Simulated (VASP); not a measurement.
A run of VASP 6.6.1:

Contents of INCAR:

```
  PREC = Accurate
  ENCUT = 520
  EDIFF = 1E-6
  ISMEAR = -1
  SIGMA = 0.1
  LREAL = F
  LASPH = T
  NELM = 60
  ALGO = Normal
  ISIF = 2
  LWAVE = F
  LCHARG = F
  GGA = CA
  NBANDS = 8
```

Contents of KPOINTS:

```
Automatic mesh
0
Gamma
  15 15 15
```

POSCAR

```
As
1.0
    0.0000000000      1.9986879461      1.9986879461
    1.9986879461      0.0000000000      1.9986879461
    1.9986879461      1.9986879461      0.0000000000
As
1
Direct
    0.0000000000      0.0000000000      0.0000000000
```

Potentials or basis: VASP PAW LDA potentials, release 64 (As).

Command:

```sh
$ cat potpaw_LDA.64/As/POTCAR > POTCAR
$ mpirun -np 1 vasp_std > vasp.out
```

Hardware: 1 thread of Intel Xeon 8259CL, with other jobs on the host.

Problem. Estimate the wall time of this run.

Solution. Run time: 12 s on 1 thread of Intel Xeon 8259CL, with other jobs on the host, peak memory 0.13 GiB. Counts: scf iterations 9, k points 120.
